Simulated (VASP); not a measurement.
# MoS2 (P-3m1) in VASP: further runs

The runs below take MoS2 through single point, with r2SCAN.

All numbers are computed with VASP 6.6.1; they aren't measurements. Logs are shortened: lines on timing, memory, paths and dates and some standing lists are left out, and cuts for length are marked.

**1. The cell of the first run**

It takes space group P-3m1 (No. 164, trigonal). The conventional cell has a = 3.226 Å, b = 3.226 Å, c = 6.274 Å, α = 90.00°, β = 90.00°, γ = 120.00°. Within 3.3 Å of Mo (site symmetry -3m) lie 6 S at 2.42 Å and 6 Mo at 3.23 Å. Within 3.3 Å of S (site symmetry 3m) lie 3 Mo at 2.42 Å and 6 S at 3.23 Å.

**2. Single point, r2SCAN**

Contents of POSCAR:

```
MoS2
1.0
    3.2262370446      0.0000000000      0.0000000000
   -1.6131185223      2.7940032393      0.0000000000
    0.0000000000      0.0000000000      6.2737630921
Mo S
1 2
Direct
    0.0000000000      0.0000000000      0.5000000000
    0.3333333333      0.6666666667      0.2533961961
    0.6666666667      0.3333333333      0.7466038039
```

Contents of INCAR.step1:

```
PREC     = Accurate       # precision mode
ENCUT    = 520            # plane-wave cutoff, eV
ISMEAR   = 0              # smearing method
SIGMA    = 0.1            # smearing width, eV
LREAL    = F              # projectors in reciprocal space
LASPH    = T              # aspherical terms in the spheres
NELM     = 60             # most SCF steps
NBANDS   = 20             # bands
GGA      = PE             # functional
ALGO     = Normal         # electronic algorithm
EDIFF    = 1E-4           # SCF threshold, eV
LWAVE    = T              # write WAVECAR
LCHARG   = F              # write CHGCAR
```

Contents of INCAR.step2:

```
PREC     = Accurate       # precision mode
ENCUT    = 520            # plane-wave cutoff, eV
EDIFF    = 1E-6           # SCF threshold, eV
ISMEAR   = 0              # smearing method
SIGMA    = 0.1            # smearing width, eV
LREAL    = F              # projectors in reciprocal space
LASPH    = T              # aspherical terms in the spheres
NELM     = 60             # most SCF steps
ALGO     = Normal         # electronic algorithm
ISIF     = 2              # what is computed and relaxed
LWAVE    = F              # write WAVECAR
LCHARG   = F              # write CHGCAR
METAGGA  = R2SCAN         # meta-GGA
LMIXTAU  = T            
NBANDS   = 20             # bands
ISTART   = 1
```

Contents of KPOINTS:

```
regular mesh
0
Gamma
  18 18 8
```

Potentials or basis: VASP PAW PBE potentials, release 64 (Mo_sv, S).

Run with:

```bash
cat potpaw_PBE.64/Mo_sv/POTCAR potpaw_PBE.64/S/POTCAR > POTCAR
cp INCAR.step1 INCAR
mpirun -np 1 vasp_std > vasp.out
cp INCAR.step2 INCAR
mpirun -np 1 vasp_std > vasp.out
```

OUTCAR:

```text
PREC = Accurate
   ENCUT = 520
   EDIFF = 1E-6
   ISMEAR = 0
   LREAL = F
   LASPH = T
   NELM = 60
   ISIF = 2
   METAGGA = R2SCAN
   ISTART = 1

 ion  position               nearest neighbor table
   1  0.000  0.000  0.500-   2 2.42   3 2.42   3 2.42   2 2.42   3 2.42   2 2.42
   2  0.333  0.667  0.253-   1 2.42   1 2.42   1 2.42
   3  0.667  0.333  0.747-   1 2.42   1 2.42   1 2.42

  LATTYP: Found a hexagonal cell.
 ALAT       =     3.2262370446
 C/A-ratio  =     1.9446069850

  Lattice vectors:

 A1 = (   3.2262370446,   0.0000000000,   0.0000000000)
 A2 = (  -1.6131185223,   2.7940032393,   0.0000000000)
 A3 = (   0.0000000000,   0.0000000000,   6.2737630921)

Analysis of symmetry for initial positions (statically):
=====================================================================
 Subroutine PRICEL returns:
 Original cell was already a primitive cell.

 Routine SETGRP: Setting up the symmetry group for a
 hexagonal supercell.

 Subroutine GETGRP returns: Found 12 space group operations
 (whereof 12 operations were pure point group operations)
 out of a pool of 24 trial point group operations.

The static configuration has the point symmetry D_3d.

Analysis of symmetry for dynamics (positions and initial velocities):
=====================================================================
 Subroutine PRICEL returns:
 Original cell was already a primitive cell.

 Routine SETGRP: Setting up the symmetry group for a
 hexagonal supercell.

 Subroutine GETGRP returns: Found 12 space group operations
 (whereof 12 operations were pure point group operations)
 out of a pool of 24 trial point group operations.

The dynamic configuration has the point symmetry D_3d.

 Subroutine INISYM returns: Found 12 space group operations
 (whereof 12 operations are pure point group operations),
 and found     1 'primitive' translations

----------------------------------------------------------------------------------------

                                     Primitive cell

  volume of cell :      56.5524

  direct lattice vectors                    reciprocal lattice vectors
     3.226237045  0.000000000  0.000000000     0.309958626  0.178954696  0.000000000
    -1.613118522  2.794003239  0.000000000     0.000000000  0.357909392  0.000000000
     0.000000000  0.000000000  6.273763092     0.000000000  0.000000000  0.159393969

  length of vectors
     3.226237045  3.226237045  6.273763092     0.357909392  0.357909392  0.159393969

  position of ions in fractional coordinates (direct lattice)
     0.000000000  0.000000000  0.500000000
     0.333333333  0.666666667  0.253396196
     0.666666667  0.333333333  0.746603804

  ion indices of the primitive-cell ions
   primitive index   ion index
                 1           1
                 2           2
                 3           3

----------------------------------------------------------------------------------------

 KPOINTS: regular mesh

Automatic generation of k-mesh.
 Grid dimensions read from file:
 generate k-points for:   18   18    8

 Generating k-lattice:

  Cartesian coordinates                     Fractional coordinates (reciprocal lattice)
     0.017219924  0.009941928  0.000000000     0.055555556  0.000000000  0.000000000
     0.000000000  0.019883855  0.000000000     0.000000000  0.055555556  0.000000000
     0.000000000  0.000000000  0.019924246     0.000000000  0.000000000  0.125000000

  Length of vectors
     0.019883855  0.019883855  0.019924246

  Shift w.r.t. Gamma in fractional coordinates (k-lattice)
     0.000000000  0.000000000  0.000000000

 Subroutine IBZKPT returns following result:
 ===========================================

 Found    266 irreducible k-points:

 Following reciprocal coordinates:
            Coordinates               Weight
  0.000000  0.000000  0.000000      1.000000
  0.055556 -0.000000  0.000000      6.000000
  0.111111 -0.000000  0.000000      6.000000
  0.166667  0.000000  0.000000      6.000000
  0.222222  0.000000  0.000000      6.000000
  0.277778  0.000000  0.000000      6.000000
[... 16 lines left out ...]
  0.333333  0.111111  0.000000     12.000000
  0.388889  0.111111  0.000000     12.000000
 [... further k-points ...]
   k-points           NKPTS =    266   k-points in BZ     NKDIM =    266   number of bands    NBANDS=     20
   number of dos      NEDOS =    301   number of ions     NIONS =      3
   total plane-waves  NPLWV =  27648
   dimension x,y,z NGX =    24 NGY =   24 NGZ =   48
   dimension x,y,z NGXF=    48 NGYF=   48 NGZF=   96
   ions per type =               1   2
   NGX,Y,Z   is equivalent  to a cutoff of  12.37, 12.37, 12.72 a.u.
   NGXF,Y,Z  is equivalent  to a cutoff of  24.73, 24.73, 25.44 a.u.
 SYSTEM =  unknown system
   PREC   = accura    normal or accurate (medium, high low for compatibility)
   ISTART =      1    job   : 0-new  1-cont  2-samecut
   ICHARG =      0    charge: 1-file 2-atom 10-const
   ISPIN  =      1    spin polarized calculation?
   LNONCOLLINEAR =      F non collinear calculations
   LSORBIT =      F    spin-orbit coupling
   LASPH  =      T    aspherical Exc in radial PAW
   ENCUT  =  520.0 eV  38.22 Ry    6.18 a.u.   6.00  6.00 11.67*2*pi/ulx,y,z
   NELM   =     60;   NELMIN=  2; NELMDL=  0     # of ELM steps
   EDIFF  = 0.1E-05   stopping-criterion for ELM
   LREAL  =      F    real-space projection
[... 7 lines left out ...]
   TEBEG  =    0.0;   TEEND  =   0.0 temperature during run
   PSTRESS=    0.0 pullay stress
   NELECT =      26.0000    total number of electrons
   NUPDOWN=      -1.0000    fix difference up-down
   EMIN   =  10.00;   EMAX   =-10.00  energy-range for DOS
   EFERMI =   0.00;   METHOD = LEGACY
   ISMEAR =     0;   SIGMA  =   0.10  broadening in eV -4-tet -1-fermi 0-gaus
   EFERMI_NEDOS =   21; number of points for ismear=-14 and -15
   IALGO  =     38    algorithm
   IMIX   =      4    mixing-type and parameters
     AMIX     =   0.40;   BMIX     =  1.00
     AMIX_MAG =   1.60;   BMIX_MAG =  1.00
  volume/ion in A,a.u.               =      18.85       127.21
  Fermi-wavevector in a.u.,A,eV,Ry     =   1.263520  2.387707 21.721473  1.596483
  Thomas-Fermi vector in A             =   2.396873
   LORBIT       =      0    0 simple, 1 ext, 2 COOP (PROOUT), +10 PAW based schemes
   METAGGA = R2SCAN    functional components
   LHFCALC =     F    Hartree Fock is set to
   AEXX    =    0.0000 exact exchange contribution
   IVDW    =     0    specifies the selected vdW correction
   LEPSILON=     F    determine dielectric tensor
   LRPA    =     F    only Hartree local field effects (RPA)
 non-spin polarized calculation
 Gauss-broadening in eV      SIGMA  =   0.10
  energy-cutoff  :      520.00
  volume of cell :       56.55
 maximum number of plane-waves:      1552
   NGX = 11   NGY = 11   NGZ = 23

 number of electron      26.0000000 magnetization

 Free energy of the ion-electron system (eV)
  ---------------------------------------------------
  ext. energy  EPLUGINS =         0.00000000
  ---------------------------------------------------
  free energy    TOTEN  =       -44.15823459 eV

  energy without entropy =      -44.15216104  energy(sigma->0) =      -44.15519781

 E-fermi :   6.9583     XC(G=0): -11.1520

 val. band max:        6.9524669741   @ k =   0.3333   0.2778   0.5000
 cond. band min:       6.9595534756   @ k =   0.0556   0.0556   0.1250
 fundamental gap:      0.0070865015
 Fermi energy:         6.9583278378

 k-point     1 :       0.0000    0.0000    0.0000
  band No.  band energies     occupation
      1     -56.8826      2.00000
      2     -30.1835      2.00000
      3     -30.1518      2.00000
      4     -30.1518      2.00000
      5      -8.6497      2.00000
      6      -7.1277      2.00000
[... 12 lines left out ...]
     19      13.8443      0.00000
     20      16.9867      0.00000

 k-point     2 :       0.0556   -0.0000    0.0000
  band No.  band energies     occupation
      1     -56.8816      2.00000
      2     -30.1813      2.00000
      3     -30.1625      2.00000
      4     -30.1542      2.00000
      5      -8.6009      2.00000
      6      -7.1181      2.00000
[... 12 lines left out ...]
     19      14.0100      0.00000
     20      16.8190      0.00000

 k-point     3 :       0.1111   -0.0000    0.0000
  band No.  band energies     occupation
      1     -56.8786      2.00000
      2     -30.1932      2.00000
      3     -30.1750      2.00000
      4     -30.1613      2.00000
      5      -8.4576      2.00000
      6      -7.0902      2.00000
[... 12 lines left out ...]
     19      14.4262      0.00000
     20      16.5649      0.00000

 k-point     4 :       0.1667    0.0000    0.0000
  band No.  band energies     occupation
      1     -56.8740      2.00000
      2     -30.2398      2.00000
      3     -30.1720      2.00000
      4     -30.1655      2.00000
      5      -8.2296      2.00000
      6      -7.0460      2.00000
[... 12 lines left out ...]
     19      15.0473      0.00000
     20      16.4780      0.00000

 k-point     5 :       0.2222    0.0000    0.0000
  band No.  band energies     occupation
      1     -56.8684      2.00000
      2     -30.2966      2.00000
      3     -30.1851      2.00000
      4     -30.1537      2.00000
      5      -7.9350      2.00000
      6      -6.9871      2.00000
[... 12 lines left out ...]
     19      15.2585      0.00000
     20      16.0891      0.00000
[... 353 lines left out ...]
      6      -6.8950      2.00000
[... 12 lines left out ...]
     19      15.3292      0.00000
     20      15.6436      0.00000

 k-point    22 :       0.2778    0.1111    0.0000
  band No.  band energies     occupation
      1     -56.8552      2.00000
      2     -30.4107      2.00000
      3     -30.2326      2.00000
      4     -30.1261      2.00000
      5      -7.1919      2.00000
      6      -6.7881      2.00000
[... 12 lines left out ...]
     19      14.9783      0.00000
     20      15.3990      0.00000

 k-point    23 :       0.3333    0.1111    0.0000
  band No.  band energies     occupation
      1     -56.8509      2.00000
      2     -30.4496      2.00000
      3     -30.2461      2.00000
      4     -30.1171      2.00000
      5      -7.0105      2.00000
      6      -6.6034      2.00000
[... 12 lines left out ...]
     19      14.4184      0.00000
     20      15.4589      0.00000

 k-point    24 :       0.3889    0.1111    0.0000
  band No.  band energies     occupation
      1     -56.8480      2.00000
      2     -30.4748      2.00000
      3     -30.2550      2.00000
      4     -30.1112      2.00000
      5      -6.9396      2.00000
      6      -6.4115      2.00000
[... 12 lines left out ...]
     19      14.2156      0.00000
     20      15.6149      0.00000

 [... further k-points ...]
[... 5 lines left out ...]
  --------------------------------------------------------------------------------------
  -------------------------------------------------------------------------------------
  Total        0.0171177      0.0171177     -0.0015267      0.0000000      0.0000000      0.0000000
  in kB        0.4849579      0.4849579     -0.0432534      0.0000000      0.0000000      0.0000000
  external PRESSURE =       0.3088874 kB  Pullay stress =       0.0000000 kB

 VOLUME and BASIS-vectors are now :
 -----------------------------------------------------------------------------
  energy-cutoff  :      520.00
  volume of cell :       56.55
      direct lattice vectors                 reciprocal lattice vectors
     3.226237045  0.000000000  0.000000000     0.309958626  0.178954696  0.000000000
    -1.613118522  2.794003239  0.000000000     0.000000000  0.357909392  0.000000000
     0.000000000  0.000000000  6.273763092     0.000000000  0.000000000  0.159393969

 POSITION                                       TOTAL-FORCE (eV/Angst)
 -----------------------------------------------------------------------------------
      0.00000      0.00000      3.13688        -0.000000     -0.000000      0.000000
     -0.00000      1.86267      1.58975        -0.000000      0.000000     -0.006011
      1.61312      0.93133      4.68402         0.000000     -0.000000      0.006011
 -----------------------------------------------------------------------------------
    total drift:                                0.000000      0.000000      0.000000

  FREE ENERGIE OF THE ION-ELECTRON SYSTEM (eV)
  ---------------------------------------------------
  free  energy   TOTEN  =       -44.1582345853 eV

  energy  without entropy=      -44.1521610423  energy(sigma->0) =      -44.15519781
```

It took 19 min on 1 thread of Intel Xeon 8259CL, shared host; peak memory 0.38 GiB.

What came out:

- Free energy: -44.1582 eV
- Pressure: 0.0 GPa
- Largest force: 0.006 eV/Å
- Band gap on the k mesh: zero (bands 13 and 14 overlap by 1.20 eV)

Forces on the atoms (eV/Å):
```
Mo   0.000  0.000  0.000
S    0.000  0.000 -0.006
S    0.000  0.000  0.006
```

Levels at points of the mesh, in eV from the Fermi level:
| k point | band 9 | band 10 | band 11 | band 12 | band 13 | band 14 | band 15 | band 16 | band 17 | band 18 |
| --- | --- | --- | --- | --- | --- | --- | --- | --- | --- | --- |
| (0.00, 0.00, 0.00) | -4.29 | -2.01 | -1.13 | -1.03 | -1.03 | -0.45 | -0.45 | 3.29 | 3.29 | 6.59 |
| (0.50, 0.00, 0.00) | -5.02 | -4.38 | -3.47 | -1.97 | -1.81 | 0.96 | 1.78 | 3.75 | 3.99 | 6.06 |
| (0.00, 0.00, 0.50) | -4.28 | -3.87 | -1.03 | -1.03 | -0.52 | -0.52 | -0.10 | 3.47 | 3.47 | 6.53 |
| (0.50, 0.00, 0.50) | -5.05 | -4.44 | -2.62 | -2.21 | -1.80 | 0.96 | 1.80 | 3.39 | 4.90 | 5.00 |

Caveat: the PAW data sets were made with another functional, which shifts forces and pressure a little.

**3. Single point, r2SCAN (19.42 Å³/atom)**

This run uses another cell than the first one, of 19.42 Å³/atom.

Contents of POSCAR:

```
MoS2
1.0
    3.2296255149      0.0000000000      0.0000000000
   -1.6148127575      2.7969377406      0.0000000000
    0.0000000000      0.0000000000      6.4484234991
Mo S
1 2
Direct
    0.0000000000      0.0000000000      0.5000000000
    0.3333333333      0.6666666667      0.2599818323
    0.6666666667      0.3333333333      0.7400181677
```

Contents of INCAR.step1:

```
  PREC = Accurate
  ENCUT = 520
  ISMEAR = 0
  SIGMA = 0.1
  LREAL = False
  LASPH = True
  NELM = 100
  NBANDS = 20
  GGA = PE
  ALGO = Normal
  EDIFF = 1E-4
  LWAVE = True
  LCHARG = False
```

Contents of INCAR.step2:

```
  PREC = Accurate
  ENCUT = 520
  EDIFF = 1E-6
  ISMEAR = 0
  SIGMA = 0.1
  LREAL = False
  LASPH = True
  NELM = 100
  ALGO = Normal
  ISIF = 2
  LWAVE = False
  LCHARG = True
  METAGGA = R2SCAN
  LMIXTAU = True
  LELF = True
  LVHAR = True
  NBANDS = 20
  ISTART = 1
```

KPOINTS is that of step 2.

Potentials or basis: VASP PAW PBE potentials, release 64 (Mo_sv, S).

Run with:

```bash
cat potpaw_PBE.64/Mo_sv/POTCAR potpaw_PBE.64/S/POTCAR > POTCAR
cp INCAR.step1 INCAR
mpirun -np 1 vasp_std > vasp.out
cp INCAR.step2 INCAR
mpirun -np 1 vasp_std > vasp.out
```

It took 17 min on 1 thread of Intel Xeon 8259CL, shared host; peak memory 0.39 GiB.

It converged, with:

```yaml
Free_energy: -44.1556 eV
Pressure: -0.5 GPa
Largest_force: 0.004 eV/Å
Band_gap_on_the_k_mesh: zero (bands 13 and 14 overlap by 1.18 eV)
```

Forces on the atoms (eV/Å):
```
Mo   0.000  0.000  0.000
S    0.000  0.000 -0.004
S    0.000  0.000  0.004
```

Levels at points of the mesh, in eV from the Fermi level:
```
           k point  band 11  band 12  band 13  band 14  band 15  band 16
(0.00, 0.00, 0.00)    -1.08    -1.03    -1.03    -0.46    -0.46     3.31
(0.50, 0.00, 0.00)    -3.37    -1.94    -1.84     0.94     1.77     3.70
(0.00, 0.00, 0.50)    -1.03    -1.03    -0.51    -0.51    -0.19     3.44
(0.50, 0.00, 0.50)    -2.70    -2.16    -1.82     0.94     1.78     3.43
```

Caveat: the PAW data sets were made with another functional, which shifts forces and pressure a little.
